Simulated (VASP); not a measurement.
Input of a VASP 6.6.1 run:

Contents of POSCAR:

```
Na
1.0
    8.0972300000      0.0000000000      0.0000000000
    0.0000000000      4.5287480000      0.0000000000
    0.0000000000      0.0000000000      8.6823140000
Na
8
Direct
    0.1560710000      0.2500000000      0.5797560000
    0.6560710000      0.2500000000      0.9202440000
    0.8439290000      0.7500000000      0.4202440000
    0.3439290000      0.7500000000      0.0797560000
    0.0210030000      0.2500000000      0.1661460000
    0.5210030000      0.2500000000      0.3338540000
    0.9789970000      0.7500000000      0.8338540000
    0.4789970000      0.7500000000      0.6661460000
```

The input INCAR.step1:

```
  PREC = Accurate
  ENCUT = 520
  ISMEAR = 0
  SIGMA = 0.1
  LREAL = False
  LASPH = True
  NELM = 60
  NBANDS = 38
  GGA = PE
  ALGO = Normal
  EDIFF = 1E-4
  LWAVE = True
  LCHARG = False
```

INCAR.step2

```
  PREC = Accurate
  ENCUT = 520
  EDIFF = 1E-6
  ISMEAR = 0
  SIGMA = 0.1
  LREAL = False
  LASPH = True
  NELM = 60
  ALGO = Normal
  ISIF = 2
  LWAVE = False
  LCHARG = True
  METAGGA = R2SCAN
  LMIXTAU = True
  LELF = True
  LVHAR = True
  NBANDS = 38
  ISTART = 1
```

The input KPOINTS:

```
Automatic mesh
0
Gamma
  2 4 2
```

Potentials or basis: VASP PAW PBE potentials, release 64 (Na_pv).

Launch:

```bash
$ cat potpaw_PBE.64/Na_pv/POTCAR > POTCAR
$ cp INCAR.step1 INCAR
$ mpirun -np 1 vasp_std > vasp.out
$ cp INCAR.step2 INCAR
$ mpirun -np 1 vasp_std > vasp.out
```

**Question.** Predict the largest force.

**Answer.** 0.063 eV/Å.

**Question.** Predict the band gap on the k mesh.

**Answer.** Zero (bands 28 and 29 overlap by 1.52 eV).

**Question.** What does it give for the pressure?

**Answer.** 0.1 GPa.

Forces on the atoms (eV/Å):
```
Na   0.006  0.000 -0.062
Na   0.006  0.000  0.062
Na  -0.006  0.000  0.062
Na  -0.006  0.000 -0.062
Na   0.016  0.000 -0.024
Na   0.016  0.000  0.024
Na  -0.016  0.000  0.024
Na  -0.016  0.000 -0.024
```

Caveat: the k points lie up to 0.39 Å⁻¹ apart, too coarse for converged energies and pressures of a metal; the PAW data sets were made with another functional, which shifts forces and pressure a little.
